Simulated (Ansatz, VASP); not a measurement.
**One calculation of NaI, two programs**

```
Na I
1.0
     0.00000    3.21468    3.21468
     3.21468    0.00000    3.21468
     3.21468    3.21468    0.00000
Na I
1 1
Cartesian
  0.0000 0.0000 0.0000
  3.2147 3.2147 3.2147
```

Change from the starting cell: volume scaled by 0.98.

Alike in both runs: task single point; functional PBE; k mesh 8 × 8 × 8; occupations fermi-dirac, width 0.02 eV; no spin polarisation.

```csv
,VASP,Ansatz
version,VASP 6.6.1,Ansatz 0.2.0
potentials or method,"VASP PAW PBE potentials, release 64 (Na_pv, I), cutoff 520 eV","all-electron LAPW, scalar-relativistic"
```

|  | VASP | Ansatz | Ansatz less VASP |
| --- | --- | --- | --- |
| gap on the k mesh at the Fermi level (eV) | 3.70 | 3.70 | +0.004 |
| pressure (GPa) | 0.8 | 0.8 | -0.01 |

Ansatz ran all-electron here, and VASP with PAW potentials.

Neither program's run includes spin-orbit coupling.
